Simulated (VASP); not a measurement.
A run of VASP 6.6.1 is set up as follows.

Contents of INCAR:

```
  ALGO = Fast
  EDIFF = 1E-6
  ENCUT = 520
  GGA = PE
  ISIF = 2
  ISMEAR = 0
  LASPH = T
  LCHARG = F
  LREAL = F
  LWAVE = F
  NBANDS = 12
  NELM = 100
  PREC = Accurate
  SIGMA = 0.1
```

Contents of KPOINTS:

```
k-points
0
Gamma
  20 20 20
```

POSCAR

```
V
1.0
   -1.5134493476      1.5134493476      1.5134493476
    1.5134493476     -1.5134493476      1.5134493476
    1.5134493476      1.5134493476     -1.5134493476
V
1
Direct
    0.0000000000      0.0000000000      0.0000000000
```

Potentials or basis: VASP PAW PBE potentials, release 64 (V_sv).

Run with:

```console
$ cat potpaw_PBE.64/V_sv/POTCAR > POTCAR
$ mpirun -np 1 vasp_std > vasp.out
```

**Question.** Predict the pressure.

**Answer.** -4.9 GPa.
